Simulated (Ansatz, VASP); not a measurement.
## Cd7W: VASP beside Ansatz

```xyz
8
Lattice="0.0000 4.3448 4.3448 4.3448 0.0000 4.3448 4.3448 4.3448 0.0000" Properties=species:S:1:pos:R:3 pbc="T T T"
Cd    0.0000    2.1724    2.1724
Cd    4.3448    2.1724    2.1724
Cd    2.1724    0.0000    2.1724
Cd    2.1724    4.3448    2.1724
Cd    2.1724    2.1724    0.0000
Cd    2.1724    2.1724    4.3448
Cd    0.0000    0.0000    0.0000
W     4.3448    4.3448    4.3448
```

Alike in both runs: functional PBE; k mesh 8 × 8 × 8; occupations gaussian, width 0.1 eV; no spin polarisation.

Ansatz relaxed the structure, and its values are those at the end. VASP's run is a single point on that final structure, the one shown.

```csv
,VASP,Ansatz
version,VASP 6.6.1,Ansatz 0.2.0
potentials or method,"VASP PAW PBE potentials, release 64 (Cd, W_sv), cutoff 520 eV","scalar-relativistic, plane waves, PAW"
valence electrons in the cell,98,154
```

```tsv
	VASP	Ansatz	Ansatz less VASP
gap on the k mesh at the Fermi level (eV)	none	none	-
pressure (GPa)	0.4	0.0	-0.42
```

A gap of «none» marks a metal or a gap that the smearing closes. VASP's potentials hold 98 valence electrons a cell and Ansatz's 154, so a difference there can come from the potentials and not from the codes.

Spin-orbit coupling is off throughout.
